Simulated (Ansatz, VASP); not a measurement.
# Ba: VASP beside Ansatz

```
CELL_PARAMETERS angstrom
3.90866 0.00000 0.00000
0.00000 3.90866 0.00000
0.00000 0.00000 3.90866
ATOMIC_POSITIONS crystal
Ba 0.00000 0.00000 0.00000
```

Alike in both runs: functional r2SCAN; k mesh 8 × 8 × 8; occupations fermi-dirac, width 0.1 eV; no spin polarisation.

Ansatz relaxed the structure, and its values are those at the end. VASP's run is a single point on that final structure, the one shown.

```csv
,VASP,Ansatz
version,VASP 6.6.1,Ansatz 0.2.0
potentials or method,"VASP PAW PBE potentials, release 64 (Ba_sv), cutoff 520 eV","plane waves (500 eV) with PAW, scalar-relativistic"
valence electrons in the cell,10,10
```

|  | VASP | Ansatz | Ansatz less VASP |
| --- | --- | --- | --- |
| pressure (GPa) | 0.1 | 0.0 | -0.15 |

VASP's potentials were made for PBE, not for r2SCAN. With one functional, cell and mesh, what is left measures potentials, basis and numerics.

Neither program's run includes spin-orbit coupling.
